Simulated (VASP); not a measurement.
Input of a VASP 6.6.1 run:

Contents of POSCAR:

```
Sn
1.0
   -0.0560547802      3.2284049986      3.2284049986
    3.2284049986     -0.0560547802      3.2284049986
    3.2284049986      3.2284049986     -0.0560547802
Sn
2
Direct
   -0.0016046083     -0.0016046083     -0.0016046083
    0.2516046083      0.2516046083      0.2516046083
```

Contents of INCAR.step1:

```
PREC     = Accurate       # precision mode
ENCUT    = 520            # plane-wave cutoff, eV
ISMEAR   = -1             # smearing method
SIGMA    = 0.02           # smearing width, eV
LREAL    = False          # projectors in reciprocal space
LASPH    = True           # aspherical terms in the spheres
NELM     = 60             # most SCF steps
NBANDS   = 21             # bands
GGA      = PE             # functional
ALGO     = Normal         # electronic algorithm
EDIFF    = 1E-4           # SCF threshold, eV
LWAVE    = True           # write WAVECAR
LCHARG   = False          # write CHGCAR
```

File INCAR.step2:

```
PREC     = Accurate       # precision mode
ENCUT    = 520            # plane-wave cutoff, eV
EDIFF    = 1E-7           # SCF threshold, eV
ISMEAR   = -1             # smearing method
SIGMA    = 0.02           # smearing width, eV
LREAL    = False          # projectors in reciprocal space
LASPH    = True           # aspherical terms in the spheres
NELM     = 60             # most SCF steps
ALGO     = Normal         # electronic algorithm
ISIF     = 2              # what is computed and relaxed
LWAVE    = False          # write WAVECAR
LCHARG   = True           # write CHGCAR
METAGGA  = R2SCAN         # meta-GGA
LMIXTAU  = True         
LELF     = True           # ELF
LVHAR    = True         
NBANDS   = 21             # bands
ISTART   = 1
```

KPOINTS

```
regular mesh
0
Gamma
  6 6 6
```

Potentials or basis: VASP PAW PBE potentials, release 64 (Sn_d).

Run with:

```sh
$ cat potpaw_PBE.64/Sn_d/POTCAR > POTCAR
$ cp INCAR.step1 INCAR
$ mpirun -np 1 vasp_std > vasp.out
$ cp INCAR.step2 INCAR
$ mpirun -np 1 vasp_std > vasp.out
```

Question: What does it give for the pressure?

Answer: 1.2 GPa.

Question: Predict the band gap on the k mesh.

Answer: Zero (band 14 reaches 5.40 eV, above the bottom of band 15 at 5.34 eV).

Stress tensor (GPa, compression positive):
```
1.18 0.44 0.44
0.44 1.18 0.44
0.44 0.44 1.18
```

Caveat: the cell differs from its parent crystal (strain along [111] -2.6%); the PAW data sets were made with another functional, which shifts forces and pressure a little; spin-orbit coupling is left out, which moves the levels of the heavy elements.
